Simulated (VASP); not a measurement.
Wanted: the native input for a VASP 6.6.1 run.

| Property | Result |
| --- | --- |
| Task | single point |
| Functional | PBE |
| Potentials or basis | VASP PAW PBE potentials, release 64 (Cd, S, O) |
| Cutoff | 520 eV |
| k mesh | 1 × 1 × 1, shifted |
| Occupations | fermi-dirac, width 0.01 eV |
| Spin | no spin polarisation |
| Dipole correction | no |
| Further INCAR settings | LREAL = Auto; ALGO = Normal; EDIFF = 1e-06; NBANDS = 169; ISYM = -1 |

The structure of Cd16S16O (a cell with a defect) lies in POSCAR:

```
Cd16S16O
1.0
    8.3277842500     -0.0000000600      0.0000000000
   -4.1638920700      7.2120727400      0.0000000000
    0.0000000000      0.0000000000     13.5350132800
Cd S O
16 16 1
Direct
    0.3216349185      0.1797583117      0.2551022987
    0.1690889603      0.3067654875      0.0024506071
    0.3410199531      0.1676115957      0.7417250942
    0.1536639568      0.3464816703      0.5020697697
    0.3439683848      0.6530192069      0.2581342868
    0.1718972686      0.8279163599     -0.0309628067
    0.3402900215      0.6612836826      0.7590514902
    0.1509543613      0.8478991033      0.5037613823
    0.8184185128      0.1794707424      0.2500358832
    0.6739730942      0.3243195299      0.0011493155
    0.8383466994      0.1619377802      0.7515538987
    0.6575395045      0.3407845606      0.4979152854
    0.8181375070      0.6760325672      0.2557470708
    0.6983882124      0.8317022385      0.0038257074
    0.8324994754      0.6586138578      0.7412219547
    0.6515364706      0.8449839954      0.5016374834
    0.3235754366      0.1785926274      0.4427712686
    0.1481095815      0.3460619573      0.1908753945
    0.3537788774      0.1675713855      0.9288918112
    0.1692125533      0.3349497568      0.6892053821
    0.3183751702      0.6793732115      0.4409806534
    0.1136549924      0.8835846831      0.1644507437
    0.3490165199      0.6550076783      0.9465830387
    0.1711504466      0.8293560292      0.6905432456
    0.8247858125      0.1742641949      0.4387771092
    0.6507035337      0.3475667994      0.1900010696
    0.8402624740      0.1598541906      0.9392707445
    0.6720935055      0.3273278190      0.6843725092
    0.8200989592      0.6752125533      0.4431492512
    0.6517150523      0.8494774332      0.1916392652
    0.8325090173      0.6442077358      0.9283046673
    0.6662540778      0.8316822717      0.6887917882
    0.0289321766     -0.0324081587      0.0840822226
```

These files were run (other wordings do the same):

INCAR

```
PREC = Accurate
ENCUT = 520
EDIFF = 1E-6
ISMEAR = -1
SIGMA = 0.01
LREAL = Auto
LASPH = True
NELM = 120
ALGO = Normal
ISIF = 2
LWAVE = False
LCHARG = False
GGA = PE
NBANDS = 169
GGA_COMPAT = False
ISYM = -1
```

KPOINTS

```
explicit points
1
Reciprocal
  0.25000000   0.25000000   0.25000000 1
```

Potentials or basis: VASP PAW PBE potentials, release 64 (Cd, S, O).

Launch:

```bash
$ cat potpaw_PBE.64/Cd/POTCAR potpaw_PBE.64/S/POTCAR potpaw_PBE.64/O/POTCAR > POTCAR
$ mpirun -np 1 vasp_std > vasp.out
```

It gave:

```json
{
 "Pressure": "1.9 GPa",
 "Largest force": "0.025 eV/Å",
 "Band gap on the k mesh": "2.06 eV"
}
```

Wall time 3.8 min on 1 thread of AMD EPYC 9R45 96-Core Processor (Zen 5), with other jobs on the host, peak memory 0.86 GiB.
